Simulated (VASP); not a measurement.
# CsI (P4/mmm) in VASP: notebook

The runs below take CsI through single point, with r2SCAN.

Everything below comes from runs of VASP 6.6.1. Logs are shortened: lines on timing, memory, paths and dates and some standing lists are left out, and cuts for length are marked.

## 1. The cell of the first run

It takes space group P4/mmm (No. 123, tetragonal). The conventional cell has a = 4.567 Å, b = 4.567 Å, c = 4.544 Å, α = 90.00°, β = 90.00°, γ = 90.00°. Within 5.2 Å of Cs (site symmetry 4/mmm) lie 8 I at 3.95 Å and 6 Cs at 4.54 to 4.57 Å. I (site symmetry 4/mmm) has 8 Cs at 3.95 Å and 6 I at 4.54 to 4.57 Å within 5.2 Å.

## 2. Single point, r2SCAN (strain -0.0050 x Voigt [0, 0, 1, 0, 0, 0])

The input, POSCAR:

```
CsI
1.0
    4.5667000000      0.0000000000      0.0000000000
    0.0000000000      4.5667000000      0.0000000000
    0.0000000000      0.0000000000      4.5438665000
Cs I
1 1
Direct
    0.0000000000      0.0000000000      0.0000000000
    0.5000000000      0.5000000000      0.5000000000
```

The input, INCAR.step1:

```
PREC = Accurate
ENCUT = 550
ISMEAR = 0
SIGMA = 0.05
LREAL = F
LASPH = T
NELM = 120
NBANDS = 15
GGA = PE
ALGO = Normal
EDIFF = 1E-5
LWAVE = T
LCHARG = F
GGA_COMPAT = F
```

The input, INCAR.step2:

```
PREC = Accurate
ENCUT = 550
EDIFF = 1E-6
ISMEAR = 0
SIGMA = 0.05
LREAL = F
LASPH = T
NELM = 120
ALGO = Normal
ISIF = 2
LWAVE = F
LCHARG = F
METAGGA = R2SCAN
LMIXTAU = T
NBANDS = 15
ISTART = 1
GGA_COMPAT = F
```

The input, KPOINTS:

```
regular mesh
0
Gamma
  6 6 6
```

Potentials or basis: VASP PAW PBE potentials, release 64 (Cs_sv, I).

The run is started by

```console
> cat potpaw_PBE.64/Cs_sv/POTCAR potpaw_PBE.64/I/POTCAR > POTCAR
> cp INCAR.step1 INCAR
> mpirun -np 1 vasp_std > vasp.out
> cp INCAR.step2 INCAR
> mpirun -np 1 vasp_std > vasp.out
```

OUTCAR:

```text
PREC = Accurate
   ENCUT = 550
   EDIFF = 1E-6
   ISMEAR = 0
   LREAL = F
   LASPH = T
   NELM = 120
   ISIF = 2
   METAGGA = R2SCAN
   ISTART = 1

 ion  position               nearest neighbor table
   1  0.000  0.000  0.000-
   2  0.500  0.500  0.500-

  LATTYP: Found a simple tetragonal cell.
 ALAT       =     4.5667000000
 C/A-ratio  =     0.9950000000

  Lattice vectors:

 A1 = (   4.5667000000,   0.0000000000,   0.0000000000)
 A2 = (   0.0000000000,   4.5667000000,   0.0000000000)
 A3 = (   0.0000000000,   0.0000000000,   4.5438665000)

Analysis of symmetry for initial positions (statically):
=====================================================================
 Subroutine PRICEL returns:
 Original cell was already a primitive cell.

 Routine SETGRP: Setting up the symmetry group for a
 simple tetragonal supercell.

 Subroutine GETGRP returns: Found 16 space group operations
 (whereof 16 operations were pure point group operations)
 out of a pool of 16 trial point group operations.

The static configuration has the point symmetry D_4h.

Analysis of symmetry for dynamics (positions and initial velocities):
=====================================================================
 Subroutine PRICEL returns:
 Original cell was already a primitive cell.

 Routine SETGRP: Setting up the symmetry group for a
 simple tetragonal supercell.

 Subroutine GETGRP returns: Found 16 space group operations
 (whereof 16 operations were pure point group operations)
 out of a pool of 16 trial point group operations.

The dynamic configuration has the point symmetry D_4h.

 Subroutine INISYM returns: Found 16 space group operations
 (whereof 16 operations are pure point group operations),
 and found     1 'primitive' translations

----------------------------------------------------------------------------------------

                                     Primitive cell

  volume of cell :      94.7612

  direct lattice vectors                    reciprocal lattice vectors
     4.566700000  0.000000000  0.000000000     0.218976504  0.000000000  0.000000000
     0.000000000  4.566700000  0.000000000     0.000000000  0.218976504  0.000000000
     0.000000000  0.000000000  4.543866500     0.000000000  0.000000000  0.220076888

  length of vectors
     4.566700000  4.566700000  4.543866500     0.218976504  0.218976504  0.220076888

  position of ions in fractional coordinates (direct lattice)
     0.000000000  0.000000000  0.000000000
     0.500000000  0.500000000  0.500000000

  ion indices of the primitive-cell ions
   primitive index   ion index
                 1           1
                 2           2

----------------------------------------------------------------------------------------

 KPOINTS: regular mesh

Automatic generation of k-mesh.
 Grid dimensions read from file:
 generate k-points for:    6    6    6

 Generating k-lattice:

  Cartesian coordinates                     Fractional coordinates (reciprocal lattice)
     0.036496084  0.000000000  0.000000000     0.166666667  0.000000000  0.000000000
     0.000000000  0.036496084  0.000000000     0.000000000  0.166666667  0.000000000
     0.000000000  0.000000000  0.036679481     0.000000000  0.000000000  0.166666667

  Length of vectors
     0.036496084  0.036496084  0.036679481

  Shift w.r.t. Gamma in fractional coordinates (k-lattice)
     0.000000000  0.000000000  0.000000000

 Subroutine IBZKPT returns following result:
 ===========================================

 Found     40 irreducible k-points:

 Following reciprocal coordinates:
            Coordinates               Weight
  0.000000  0.000000  0.000000      1.000000
  0.166667  0.000000  0.000000      4.000000
  0.333333  0.000000  0.000000      4.000000
  0.500000  0.000000  0.000000      2.000000
  0.166667  0.166667  0.000000      4.000000
  0.333333  0.166667  0.000000      8.000000
[... 16 lines left out ...]
  0.333333  0.000000  0.333333      8.000000
  0.500000  0.000000  0.333333      4.000000
 [... further k-points ...]
   k-points           NKPTS =     40   k-points in BZ     NKDIM =     40   number of bands    NBANDS=     15
   number of dos      NEDOS =    301   number of ions     NIONS =      2
   total plane-waves  NPLWV =  46656
   dimension x,y,z NGX =    36 NGY =   36 NGZ =   36
   dimension x,y,z NGXF=    72 NGYF=   72 NGZF=   72
   ions per type =               1   1
   NGX,Y,Z   is equivalent  to a cutoff of  13.11, 13.11, 13.17 a.u.
   NGXF,Y,Z  is equivalent  to a cutoff of  26.21, 26.21, 26.34 a.u.
 SYSTEM =  unknown system
   PREC   = accura    normal or accurate (medium, high low for compatibility)
   ISTART =      1    job   : 0-new  1-cont  2-samecut
   ICHARG =      0    charge: 1-file 2-atom 10-const
   ISPIN  =      1    spin polarized calculation?
   LNONCOLLINEAR =      F non collinear calculations
   LSORBIT =      F    spin-orbit coupling
   LASPH  =      T    aspherical Exc in radial PAW
   ENCUT  =  550.0 eV  40.42 Ry    6.36 a.u.   8.73  8.73  8.69*2*pi/ulx,y,z
   NELM   =    120;   NELMIN=  2; NELMDL=  0     # of ELM steps
   EDIFF  = 0.1E-05   stopping-criterion for ELM
   LREAL  =      F    real-space projection
   EDIFFG = 0.1E-04   stopping-criterion for IOM
   NSW    =      0    number of steps for IOM
   IBRION =     -1    ionic relax: 0-MD 1-quasi-New 2-CG
   NFREE  =      0    steps in history (QN), initial steepest desc. (CG)
   ISIF   =      2    stress and relaxation
   ISYM   =      2    0-nonsym 1-usesym 2-fastsym
   POTIM  = 0.5000    time-step for ionic-motion
   TEBEG  =    0.0;   TEEND  =   0.0 temperature during run
   PSTRESS=    0.0 pullay stress
   NELECT =      16.0000    total number of electrons
   NUPDOWN=      -1.0000    fix difference up-down
   EMIN   =  10.00;   EMAX   =-10.00  energy-range for DOS
   EFERMI =   0.00;   METHOD = LEGACY
   ISMEAR =     0;   SIGMA  =   0.05  broadening in eV -4-tet -1-fermi 0-gaus
   EFERMI_NEDOS =   21; number of points for ismear=-14 and -15
   IALGO  =     38    algorithm
   IMIX   =      4    mixing-type and parameters
     AMIX     =   0.40;   BMIX     =  1.00
     AMIX_MAG =   1.60;   BMIX_MAG =  1.00
  volume/ion in A,a.u.               =      47.38       319.74
  Fermi-wavevector in a.u.,A,eV,Ry     =   0.904839  1.709898 11.139547  0.818734
  Thomas-Fermi vector in A             =   2.028334
   LORBIT       =      0    0 simple, 1 ext, 2 COOP (PROOUT), +10 PAW based schemes
   METAGGA = R2SCAN    functional components
   LHFCALC =     F    Hartree Fock is set to
   AEXX    =    0.0000 exact exchange contribution
   IVDW    =     0    specifies the selected vdW correction
   LEPSILON=     F    determine dielectric tensor
   LRPA    =     F    only Hartree local field effects (RPA)
 non-spin polarized calculation
 Gauss-broadening in eV      SIGMA  =   0.05
  energy-cutoff  :      550.00
  volume of cell :       94.76
 maximum number of plane-waves:      2800
 NGX is ok and might be reduce to    36
   NGX = 17   NGY = 17   NGZ = 17

 number of electron      16.0000003 magnetization

 Free energy of the ion-electron system (eV)
  ---------------------------------------------------
  ext. energy  EPLUGINS =         0.00000000
  ---------------------------------------------------
  free energy    TOTEN  =       -53.12040010 eV

  energy without entropy =      -53.12040010  energy(sigma->0) =      -53.12040010

 E-fermi :   0.7945     XC(G=0):  -8.1442

 val. band max:        0.5570628255   @ k =   0.5000   0.5000   0.0000
 cond. band min:       5.1384605423   @ k =   0.0000   0.0000   0.0000
 fundamental gap:      4.5813977168
 Fermi energy:         0.7944805606

 k-point     1 :       0.0000    0.0000    0.0000
  band No.  band energies     occupation
      1     -20.4145      2.00000
      2     -10.4318      2.00000
      3      -6.7431      2.00000
      4      -6.7431      2.00000
      5      -6.7373      2.00000
      6       0.4471      2.00000
      7       0.4471      2.00000
      8       0.4708      2.00000
      9       5.1385      0.00000
     10       5.1420      0.00000
     11       5.1712      0.00000
     12       8.9279      0.00000
     13       8.9663      0.00000
     14       8.9663      0.00000
     15      11.3148      0.00000

 k-point     2 :       0.1667    0.0000    0.0000
  band No.  band energies     occupation
      1     -20.4080      2.00000
      2     -10.4354      2.00000
      3      -6.7781      2.00000
      4      -6.7269      2.00000
      5      -6.7214      2.00000
      6      -0.0099      2.00000
      7       0.4086      2.00000
      8       0.4339      2.00000
      9       5.3201      0.00000
     10       5.6405      0.00000
     11       5.8600      0.00000
     12       8.8557      0.00000
     13       8.8878      0.00000
     14       9.0984      0.00000
     15      10.1415      0.00000

 k-point     3 :       0.3333    0.0000    0.0000
  band No.  band energies     occupation
      1     -20.3948      2.00000
      2     -10.4453      2.00000
      3      -6.8355      2.00000
      4      -6.6941      2.00000
      5      -6.6891      2.00000
      6      -0.7220      2.00000
      7       0.3292      2.00000
      8       0.3580      2.00000
      9       5.7907      0.00000
     10       6.8406      0.00000
     11       7.1978      0.00000
     12       8.6518      0.00000
     13       8.9119      0.00000
     14       8.9297      0.00000
     15       9.4284      0.00000
[... 343 lines left out ...]
 k-point    23 :       0.3333    0.0000    0.3333
  band No.  band energies     occupation
      1     -20.3757      2.00000
      2     -10.3378      2.00000
      3      -7.0245      2.00000
      4      -6.9048      2.00000
      5      -6.6583      2.00000
      6      -0.4701      2.00000
      7      -0.1908      2.00000
      8       0.4347      2.00000
      9       5.8582      0.00000
     10       6.4613      0.00000
     11       7.5150      0.00000
     12       8.1833      0.00000
     13       8.3452      0.00000
     14       9.0832      0.00000
     15      10.3905      0.00000

 k-point    24 :       0.5000    0.0000    0.3333
  band No.  band energies     occupation
      1     -20.3696      2.00000
      2     -10.3020      2.00000
      3      -7.0406      2.00000
      4      -7.0164      2.00000
      5      -6.6468      2.00000
      6      -0.5093      2.00000
      7      -0.2062      2.00000
      8       0.4692      2.00000
      9       5.6575      0.00000
     10       6.3380      0.00000
     11       7.5123      0.00000
     12       7.5681      0.00000
     13       8.8319      0.00000
     14      10.3817      0.00000
     15      10.6013      0.00000

 [... further k-points ...]

------------------------ aborting loop because EDIFF is reached ----------------------------------------

  FORCE on cell =-STRESS in cart. coord.  units (eV):
  Direction    XX          YY          ZZ          XY          YZ          ZX
  --------------------------------------------------------------------------------------
  -------------------------------------------------------------------------------------
  Total        0.2691767      0.2691767      0.3242362      0.0000000      0.0000000      0.0000000
  in kB        4.5511117      4.5511117      5.4820319      0.0000000      0.0000000      0.0000000
  external PRESSURE =       4.8614184 kB  Pullay stress =       0.0000000 kB

 VOLUME and BASIS-vectors are now :
 -----------------------------------------------------------------------------
  energy-cutoff  :      550.00
  volume of cell :       94.76
      direct lattice vectors                 reciprocal lattice vectors
     4.566700000  0.000000000  0.000000000     0.218976504  0.000000000  0.000000000
     0.000000000  4.566700000  0.000000000     0.000000000  0.218976504  0.000000000
     0.000000000  0.000000000  4.543866500     0.000000000  0.000000000  0.220076888

 POSITION                                       TOTAL-FORCE (eV/Angst)
 -----------------------------------------------------------------------------------
      0.00000      0.00000      0.00000         0.000000      0.000000      0.000000
      2.28335      2.28335      2.27193         0.000000      0.000000      0.000000
 -----------------------------------------------------------------------------------
    total drift:                                0.000000      0.000000      0.000000

  FREE ENERGIE OF THE ION-ELECTRON SYSTEM (eV)
  ---------------------------------------------------
  free  energy   TOTEN  =       -53.1204000990 eV

  energy  without entropy=      -53.1204000990  energy(sigma->0) =      -53.12040010
```

Wall time 72 s (1 thread of Intel Xeon 6975P-C (Granite Rapids), shared host); peak memory 0.24 GiB.

Results:

```
Free energy            : -53.1204 eV
Pressure               : 0.5 GPa
Band gap on the k mesh : 4.58 eV (least direct gap 4.67 eV)
```

Caveat: the cell differs from its parent crystal (strain -0.0050 x Voigt [0, 0, 1, 0, 0, 0]); the PAW data sets were made with another functional, which shifts forces and pressure a little; spin-orbit coupling is left out, which moves the levels of the heavy elements. A k mesh can miss the band edges.

## 3. Single point, r2SCAN (strain +0.0050 x Voigt [0, 0, 1, 0, 0, 0])

POSCAR, as its differences from that of step 2:

```diff
@@ -4,3 +4,3 @@
     0.0000000000      4.5667000000      0.0000000000
-    0.0000000000      0.0000000000      4.5438665000
+    0.0000000000      0.0000000000      4.5895335000
 Cs I
```

The input, INCAR.step1:

```
SYSTEM = CsI
PREC = Accurate ; ENCUT = 550
ISMEAR = 0 ; SIGMA = 0.05
LREAL = .False. ; LASPH = .True.
NELM = 120 ; NBANDS = 15
GGA = PE ; ALGO = Normal
EDIFF = 1E-5 ; LWAVE = .True.
LCHARG = .False. ; GGA_COMPAT = .False.
```

The input, INCAR.step2:

```
SYSTEM = CsI
PREC = Accurate ; ENCUT = 550
EDIFF = 1E-6 ; ISMEAR = 0
SIGMA = 0.05 ; LREAL = .False.
LASPH = .True. ; NELM = 120
ALGO = Normal ; ISIF = 2
LWAVE = .False. ; LCHARG = .False.
METAGGA = R2SCAN ; LMIXTAU = .True.
NBANDS = 15 ; ISTART = 1
GGA_COMPAT = .False.
```

The input, KPOINTS:

```
regular mesh
0
Gamma
  6 6 6
  0 0 0
```

Potentials or basis: VASP PAW PBE potentials, release 64 (Cs_sv, I).

The run is started by

```console
> cat potpaw_PBE.64/Cs_sv/POTCAR potpaw_PBE.64/I/POTCAR > POTCAR
> cp INCAR.step1 INCAR
> mpirun -np 1 vasp_std > vasp.out
> cp INCAR.step2 INCAR
> mpirun -np 1 vasp_std > vasp.out
```

Wall time 67 s (1 thread of Intel Xeon 6975P-C (Granite Rapids), shared host); peak memory 0.25 GiB.

The run converged. Its results:

```yaml
Free_energy: -53.1230 eV
Pressure: 0.3 GPa
Band_gap_on_the_k_mesh: 4.57 eV (least direct gap 4.66 eV)
```

Stress tensor (GPa, compression positive):
```
0.37 0.00 0.00
0.00 0.37 0.00
0.00 0.00 0.28
```

Levels at points of the mesh, in eV from the valence-band top:
```csv
k point,band 6,band 7,band 8,band 9,band 10,band 11
"(0.00, 0.00, 0.00)",-0.11,-0.09,-0.09,4.57,4.61,4.62
"(0.50, 0.00, 0.00)",-1.55,-0.26,-0.23,5.65,7.12,7.33
"(0.50, 0.50, 0.00)",-0.88,-0.88,-0.02,4.75,5.48,6.64
"(0.00, 0.00, 0.50)",-1.55,-0.24,-0.24,5.64,7.11,7.29
"(0.50, 0.00, 0.50)",-0.89,-0.87,0.00,4.75,5.52,6.67
"(0.50, 0.50, 0.50)",-1.32,-1.32,-1.31,7.70,7.73,7.73
```

Caveat: the cell differs from its parent crystal (strain +0.0050 x Voigt [0, 0, 1, 0, 0, 0]); the PAW data sets were made with another functional, which shifts forces and pressure a little; spin-orbit coupling is left out, which moves the levels of the heavy elements.

(Part 1 of 2 ends here.)
